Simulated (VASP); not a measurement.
# GeIrRu3 (P6/mmm) in VASP: a series of runs

Runs on GeIrRu3. Level: PBE. Tasks: single point.

Everything below comes from runs of VASP 6.6.1. Logs are shortened: lines on timing, memory, paths and dates and some standing lists are left out, and cuts for length are marked.

**1. The cell of the first run**

The structure is hexagonal, space group P6/mmm (No. 191). Conventional cell: a = 3.909 Å, b = 3.909 Å, c = 6.004 Å, α = 90.00°, β = 90.00°, γ = 120.00°. Ge (site symmetry 6/mmm) has 6 Ru at 1.95 Å within 2.6 Å. Within 2.6 Å of Ru (site symmetry mmm) lie 4 Ru at 1.95 Å and 2 Ge at 1.95 Å. Ir (site symmetry 6/mmm) has 2 Ge at 3.00 Å and 12 Ru at 3.58 Å and 6 Ir at 3.91 Å within 4.0 Å.

**2. Single point, PBE**

Input file INCAR:

```
ALGO = Normal
EDIFF = 1E-6
ENCUT = 520
GGA = PE
ISIF = 2
ISMEAR = 0
LASPH = True
LCHARG = True
LELF = True
LREAL = False
LVHAR = True
LWAVE = False
NBANDS = 40
NELM = 80
PREC = Accurate
SIGMA = 0.1
```

Input file KPOINTS:

```
k-points
0
Gamma
  6 6 4
```

Input file POSCAR:

```
GeIrRu3
1.0
    3.9092802900      0.0000000000      0.0000000000
   -1.9546401400      3.3855360400      0.0000000000
    0.0000000000      0.0000000000      6.0040881500
Ge Ru Ir
1 3 1
Direct
    0.0000000000      0.0000000000      0.0000000000
    0.5000000000      0.0000000000      0.0000000000
    0.0000000000      0.5000000000      0.0000000000
    0.5000000000      0.5000000000      0.0000000000
    0.0000000000      0.0000000000      0.5000000000
```

Potentials or basis: VASP PAW PBE potentials, release 64 (Ge_d, Ru_pv, Ir).

Command:

```bash
cat potpaw_PBE.64/Ge_d/POTCAR potpaw_PBE.64/Ru_pv/POTCAR potpaw_PBE.64/Ir/POTCAR > POTCAR
mpirun -np 1 vasp_std > vasp.out
```

OUTCAR:

```text
EDIFF = 1E-6
   ENCUT = 520
   GGA = PE
   ISIF = 2
   ISMEAR = 0
   LASPH = True
   LREAL = False
   NELM = 80
   PREC = Accurate

 ion  position               nearest neighbor table
   1  0.000  0.000  0.000-   3 1.95   3 1.95   2 1.95   2 1.95   4 1.95   4 1.95   5 3.00   5 3.00

   2  0.500  0.000  0.000-   4 1.95   4 1.95   1 1.95   1 1.95   3 1.95   3 1.95
   3  0.000  0.500  0.000-   1 1.95   1 1.95   4 1.95   4 1.95   2 1.95   2 1.95
   4  0.500  0.500  0.000-   2 1.95   2 1.95   3 1.95   3 1.95   1 1.95   1 1.95
   5  0.000  0.000  0.500-   1 3.00   1 3.00

  LATTYP: Found a hexagonal cell.
 ALAT       =     3.9092802900
 C/A-ratio  =     1.5358551203

  Lattice vectors:

 A1 = (   3.9092802900,   0.0000000000,   0.0000000000)
 A2 = (  -1.9546401400,   3.3855360400,   0.0000000000)
 A3 = (   0.0000000000,   0.0000000000,   6.0040881500)

Analysis of symmetry for initial positions (statically):
=====================================================================
 Subroutine PRICEL returns:
 Original cell was already a primitive cell.

 Routine SETGRP: Setting up the symmetry group for a
 hexagonal supercell.

 Subroutine GETGRP returns: Found 24 space group operations
 (whereof 24 operations were pure point group operations)
 out of a pool of 24 trial point group operations.

The static configuration has the point symmetry D_6h.

Analysis of symmetry for dynamics (positions and initial velocities):
=====================================================================
 Subroutine PRICEL returns:
 Original cell was already a primitive cell.

 Routine SETGRP: Setting up the symmetry group for a
 hexagonal supercell.

 Subroutine GETGRP returns: Found 24 space group operations
 (whereof 24 operations were pure point group operations)
 out of a pool of 24 trial point group operations.

The dynamic configuration has the point symmetry D_6h.

 Subroutine INISYM returns: Found 24 space group operations
 (whereof 24 operations are pure point group operations),
 and found     1 'primitive' translations

----------------------------------------------------------------------------------------

                                     Primitive cell

  volume of cell :      79.4642

  direct lattice vectors                    reciprocal lattice vectors
     3.909280290  0.000000000  0.000000000     0.255801561  0.147687100  0.000000000
    -1.954640140  3.385536040  0.000000000     0.000000000  0.295374200  0.000000000
     0.000000000  0.000000000  6.004088150     0.000000000  0.000000000  0.166553184

  length of vectors
     3.909280290  3.909280286  6.004088150     0.295374200  0.295374200  0.166553184

  position of ions in fractional coordinates (direct lattice)
     0.000000000  0.000000000  0.000000000
     0.500000000  0.000000000  0.000000000
     0.000000000  0.500000000  0.000000000
     0.500000000  0.500000000  0.000000000
     0.000000000  0.000000000  0.500000000

  ion indices of the primitive-cell ions
   primitive index   ion index
                 1           1
                 2           2
                 3           3
                 4           4
                 5           5

----------------------------------------------------------------------------------------

 KPOINTS: k-points

Automatic generation of k-mesh.
 Grid dimensions read from file:
 generate k-points for:    6    6    4

 Generating k-lattice:

  Cartesian coordinates                     Fractional coordinates (reciprocal lattice)
     0.042633593  0.024614517  0.000000000     0.166666667  0.000000000  0.000000000
     0.000000000  0.049229033  0.000000000     0.000000000  0.166666667  0.000000000
     0.000000000  0.000000000  0.041638296     0.000000000  0.000000000  0.250000000

  Length of vectors
     0.049229033  0.049229033  0.041638296

  Shift w.r.t. Gamma in fractional coordinates (k-lattice)
     0.000000000  0.000000000  0.000000000

 Subroutine IBZKPT returns following result:
 ===========================================

 Found     21 irreducible k-points:

 Following reciprocal coordinates:
            Coordinates               Weight
  0.000000  0.000000  0.000000      1.000000
  0.166667  0.000000  0.000000      6.000000
  0.333333  0.000000  0.000000      6.000000
  0.500000  0.000000  0.000000      3.000000
  0.166667  0.166667  0.000000      6.000000
  0.333333  0.166667  0.000000     12.000000
[... 13 lines left out ...]
  0.333333  0.166667  0.500000     12.000000
  0.333333  0.333333  0.500000      2.000000
   k-points           NKPTS =     21   k-points in BZ     NKDIM =     21   number of bands    NBANDS=     40
   number of dos      NEDOS =    301   number of ions     NIONS =      5
   total plane-waves  NPLWV =  43200
   dimension x,y,z NGX =    30 NGY =   30 NGZ =   48
   dimension x,y,z NGXF=    60 NGYF=   60 NGZF=   96
   ions per type =               1   3   1
   NGX,Y,Z   is equivalent  to a cutoff of  12.76, 12.76, 13.29 a.u.
   NGXF,Y,Z  is equivalent  to a cutoff of  25.52, 25.52, 26.58 a.u.
 SYSTEM =  unknown system
   PREC   = accura    normal or accurate (medium, high low for compatibility)
   ISTART =      0    job   : 0-new  1-cont  2-samecut
   ICHARG =      2    charge: 1-file 2-atom 10-const
   ISPIN  =      1    spin polarized calculation?
   LNONCOLLINEAR =      F non collinear calculations
   LSORBIT =      F    spin-orbit coupling
   LASPH  =      T    aspherical Exc in radial PAW
   ENCUT  =  520.0 eV  38.22 Ry    6.18 a.u.   7.27  7.27 11.16*2*pi/ulx,y,z
   NELM   =     80;   NELMIN=  2; NELMDL= -5     # of ELM steps
   EDIFF  = 0.1E-05   stopping-criterion for ELM
   LREAL  =      F    real-space projection
   EDIFFG = 0.1E-04   stopping-criterion for IOM
   NSW    =      0    number of steps for IOM
   IBRION =     -1    ionic relax: 0-MD 1-quasi-New 2-CG
   NFREE  =      0    steps in history (QN), initial steepest desc. (CG)
   ISIF   =      2    stress and relaxation
   ISYM   =      2    0-nonsym 1-usesym 2-fastsym
   POTIM  = 0.5000    time-step for ionic-motion
   TEBEG  =    0.0;   TEEND  =   0.0 temperature during run
   PSTRESS=    0.0 pullay stress
   NELECT =      65.0000    total number of electrons
   NUPDOWN=      -1.0000    fix difference up-down
   EMIN   =  10.00;   EMAX   =-10.00  energy-range for DOS
   EFERMI =   0.00;   METHOD = LEGACY
   ISMEAR =     0;   SIGMA  =   0.10  broadening in eV -4-tet -1-fermi 0-gaus
   EFERMI_NEDOS =   21; number of points for ismear=-14 and -15
   IALGO  =     38    algorithm
   IMIX   =      4    mixing-type and parameters
     AMIX     =   0.40;   BMIX     =  1.00
     AMIX_MAG =   1.60;   BMIX_MAG =  1.00
  volume/ion in A,a.u.               =      15.89       107.25
  Fermi-wavevector in a.u.,A,eV,Ry     =   1.531048  2.893261 31.893531  2.344108
  Thomas-Fermi vector in A             =   2.638447
   LORBIT       =      0    0 simple, 1 ext, 2 COOP (PROOUT), +10 PAW based schemes
   GGA     = PE    functional components
   LHFCALC =     F    Hartree Fock is set to
   AEXX    =    0.0000 exact exchange contribution
   IVDW    =     0    specifies the selected vdW correction
   LEPSILON=     F    determine dielectric tensor
   LRPA    =     F    only Hartree local field effects (RPA)
 non-spin polarized calculation
 Gauss-broadening in eV      SIGMA  =   0.10
  energy-cutoff  :      520.00
  volume of cell :       79.46
 maximum number of plane-waves:      2189
 NGX is ok and might be reduce to    30
   NGX = 15   NGY = 15   NGZ = 23

 number of electron      64.9999986 magnetization

 Free energy of the ion-electron system (eV)
  ---------------------------------------------------
  ext. energy  EPLUGINS =         0.00000000
  ---------------------------------------------------
  free energy    TOTEN  =         4.96768058 eV

  energy without entropy =        5.00557686  energy(sigma->0) =        4.98662872

 E-fermi :   9.3713     XC(G=0): -12.0430

 val. band max:        9.3683189657   @ k =   0.5000   0.0000   0.2500
 cond. band min:       9.3767526171   @ k =   0.5000   0.0000   0.5000
 fundamental gap:      0.0084336514
 Fermi energy:         9.3713213631

 k-point     1 :       0.0000    0.0000    0.0000
  band No.  band energies     occupation
      1     -42.0800      2.00000
      2     -38.8825      2.00000
      3     -38.8825      2.00000
      4     -35.9115      2.00000
      5     -34.2029      2.00000
      6     -34.2029      2.00000
[... 32 lines left out ...]
     39      13.8127      0.00000
     40      17.1258      0.00000

 k-point     2 :       0.1667    0.0000    0.0000
  band No.  band energies     occupation
      1     -41.6779      2.00000
      2     -38.8472      2.00000
      3     -38.5803      2.00000
      4     -35.8209      2.00000
      5     -34.3159      2.00000
      6     -34.2065      2.00000
[... 32 lines left out ...]
     39      14.5043      0.00000
     40      16.8049      0.00000

 k-point     3 :       0.3333    0.0000    0.0000
  band No.  band energies     occupation
      1     -40.7698      2.00000
      2     -38.5016      2.00000
      3     -37.7178      2.00000
      4     -35.5823      2.00000
      5     -35.0563      2.00000
      6     -34.9923      2.00000
[... 32 lines left out ...]
     39      14.9613      0.00000
     40      15.3190      0.00000

 k-point     4 :       0.5000    0.0000    0.0000
  band No.  band energies     occupation
      1     -40.3213      2.00000
      2     -37.2324      2.00000
      3     -37.0492      2.00000
      4     -36.5354      2.00000
      5     -36.3219      2.00000
      6     -35.3856      2.00000
[... 32 lines left out ...]
     39      13.3152      0.00000
     40      14.3524      0.00000
[... 643 lines left out ...]
     39      14.0780      0.00000
     40      15.8915      0.00000

 k-point    20 :       0.3333    0.1667    0.5000
  band No.  band energies     occupation
      1     -40.0647      2.00000
      2     -38.3513      2.00000
      3     -36.8505      2.00000
      4     -36.6640      2.00000
      5     -35.3854      2.00000
      6     -35.0515      2.00000
[... 32 lines left out ...]
     39      14.3946      0.00000
     40      14.6685      0.00000

 k-point    21 :       0.3333    0.3333    0.5000
  band No.  band energies     occupation
      1     -38.8717      2.00000
      2     -38.8717      2.00000
      3     -37.9580      2.00000
      4     -35.3712      2.00000
      5     -35.3712      2.00000
      6     -35.1075      2.00000
[... 32 lines left out ...]
     39      12.4869      0.00000
     40      12.4869      0.00000

------------------------ aborting loop because EDIFF is reached ----------------------------------------

  FORCE on cell =-STRESS in cart. coord.  units (eV):
  Direction    XX          YY          ZZ          XY          YZ          ZX
  --------------------------------------------------------------------------------------
  -------------------------------------------------------------------------------------
  Total      187.1370405    187.1370403    -10.8270700      0.0000003     -0.0000000      0.0000000
  in kB     3773.1061929   3773.1061892   -218.2982304      0.0000056     -0.0000000      0.0000000
  external PRESSURE =    2442.6380506 kB  Pullay stress =       0.0000000 kB

 VOLUME and BASIS-vectors are now :
 -----------------------------------------------------------------------------
  energy-cutoff  :      520.00
  volume of cell :       79.46
      direct lattice vectors                 reciprocal lattice vectors
     3.909280290  0.000000000  0.000000000     0.255801561  0.147687100  0.000000000
    -1.954640140  3.385536040  0.000000000     0.000000000  0.295374200  0.000000000
     0.000000000  0.000000000  6.004088150     0.000000000  0.000000000  0.166553184

 POSITION                                       TOTAL-FORCE (eV/Angst)
 -----------------------------------------------------------------------------------
      0.00000      0.00000      0.00000         0.000000      0.000000      0.000000
      1.95464      0.00000      0.00000        -0.000000      0.000000      0.000000
     -0.97732      1.69277      0.00000         0.000000      0.000000      0.000000
      0.97732      1.69277      0.00000        -0.000000      0.000000      0.000000
      0.00000      0.00000      3.00204        -0.000000      0.000000      0.000000
 -----------------------------------------------------------------------------------
    total drift:                                0.000000      0.000000      0.000000

  FREE ENERGIE OF THE ION-ELECTRON SYSTEM (eV)
  ---------------------------------------------------
  free  energy   TOTEN  =         4.9676805822 eV

  energy  without entropy=        5.0055768632  energy(sigma->0) =        4.98662872
```

Run time: 69 s. Hardware: 1 thread of Intel Xeon 6975P-C (Granite Rapids), shared host; peak memory 0.23 GiB.

Results:

```yaml
Free_energy: 4.9677 eV
Pressure: 244.3 GPa
```

Stress tensor (GPa, compression positive):
```
377.31   0.00   0.00
  0.00 377.31   0.00
  0.00   0.00 -21.83
```

Levels at points of the mesh, in eV from the Fermi level:
```csv
k point,band 31,band 32,band 33,band 34,band 35,band 36
"(0.00, 0.00, 0.00)",0.38,0.68,0.68,0.96,0.96,1.14
"(0.50, 0.00, 0.00)",-1.25,-0.62,-0.01,0.01,0.42,1.74
"(0.00, 0.00, 0.50)",0.47,0.47,1.14,1.54,1.54,2.31
"(0.50, 0.00, 0.50)",-1.19,-0.38,0.01,0.23,0.84,0.89
```

Caveat: spin-orbit coupling is left out, which moves the levels of the heavy elements.

**3. Single point, PBE**

This run uses another cell than the first one, of 20.05 Å³/atom, 1.262 times its volume.

Input file INCAR:

```
PREC = Accurate
ENCUT = 520
EDIFF = 1E-7
ISMEAR = 0
SIGMA = 0.1
LREAL = F
LASPH = T
NELM = 60
ALGO = Normal
ISIF = 2
LWAVE = F
LCHARG = F
GGA = PE
NBANDS = 40
```

Input file KPOINTS:

```
regular mesh
0
Gamma
  6 6 4
```

Edit POSCAR of step 2 so:

```diff
@@ -2,5 +2,5 @@
 1.0
-    3.9092802900      0.0000000000      0.0000000000
-   -1.9546401400      3.3855360400      0.0000000000
-    0.0000000000      0.0000000000      6.0040881500
+    5.0319227783     -0.0000000037      0.0000000000
+   -2.5159613859      4.3577729577      0.0000000000
+    0.0000000000      0.0000000000      4.5718096372
 Ge Ru Ir
```

Potentials or basis: VASP PAW PBE potentials, release 64 (Ge_d, Ru_pv, Ir).

Command:

```bash
cat potpaw_PBE.64/Ge_d/POTCAR potpaw_PBE.64/Ru_pv/POTCAR potpaw_PBE.64/Ir/POTCAR > POTCAR
mpirun -np 1 vasp_std > vasp.out
```

It took 44 s on 1 thread of Intel Xeon 6975P-C (Granite Rapids), shared host; peak memory 0.27 GiB.

The run converged. Its results:

* Free energy: -34.0749 eV
* Pressure: 0.3 GPa

Stress tensor (GPa, compression positive):
```
0.20 0.00 0.00
0.00 0.20 0.00
0.00 0.00 0.46
```

Levels at points of the mesh, in eV from the Fermi level:
```
           k point  band 29  band 30  band 31  band 32  band 33  band 34  band 35  band 36  band 37  band 38
(0.00, 0.00, 0.00)    -0.58    -0.58    -0.36    -0.36     0.26     0.70     0.70     0.81     0.81     3.02
(0.50, 0.00, 0.00)    -1.35    -1.08    -0.99    -0.71    -0.67    -0.21    -0.04     0.62     1.94     2.37
(0.00, 0.00, 0.50)    -0.33    -0.33     0.14     0.14     0.23     0.69     0.69     1.89     1.89     3.03
(0.50, 0.00, 0.50)    -1.19    -0.89    -0.80    -0.09    -0.06     0.61     0.67     0.79     0.81     1.40
```

Caveat: spin-orbit coupling is left out, which moves the levels of the heavy elements.
